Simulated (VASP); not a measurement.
Here is a VASP 6.6.1 calculation.

Contents of POSCAR:

```
ZnS
1.0
    0.0000000000      2.2076215073      2.2076215073
    2.2076215073      0.0000000000      2.2076215073
    2.2076215073      2.2076215073      0.0000000000
Zn S
1 1
Direct
    0.0000000000      0.0000000000      0.0000000000
    0.2500000000      0.2500000000      0.2500000000
```

Contents of INCAR.step1:

```
SYSTEM = ZnS
  ALGO = Normal
  EDIFF = 1E-4
  ENCUT = 520
  GGA = PE
  ISMEAR = -1
  LASPH = .TRUE.
  LCHARG = .FALSE.
  LREAL = .FALSE.
  LWAVE = .TRUE.
  NBANDS = 16
  NELM = 60
  PREC = Accurate
  SIGMA = 0.05
```

File INCAR.step2:

```
SYSTEM = ZnS
  ALGO = Normal
  EDIFF = 1E-6
  ENCUT = 520
  ISIF = 2
  ISMEAR = -1
  ISTART = 1
  LASPH = .TRUE.
  LCHARG = .TRUE.
  LELF = .TRUE.
  LMIXTAU = .TRUE.
  LREAL = .FALSE.
  LVHAR = .TRUE.
  LWAVE = .FALSE.
  METAGGA = R2SCAN
  NBANDS = 16
  NELM = 60
  PREC = Accurate
  SIGMA = 0.05
```

KPOINTS

```
k-points
0
G
  12 12 12
  0 0 0
```

Potentials or basis: VASP PAW PBE potentials, release 64 (Zn, S).

Run with:

```sh
$ cat potpaw_PBE.64/Zn/POTCAR potpaw_PBE.64/S/POTCAR > POTCAR
$ cp INCAR.step1 INCAR
$ mpirun -np 1 vasp_std > vasp.out
$ cp INCAR.step2 INCAR
$ mpirun -np 1 vasp_std > vasp.out
```

(1) What does it give for the pressure?

(2) Predict the band gap on the k mesh.

## Answers

(1) 174.6 GPa.

(2) 1.72 eV (least direct gap 5.37 eV).

Caveat: the cell stands under pressure; the PAW data sets were made with another functional, which shifts forces and pressure a little.
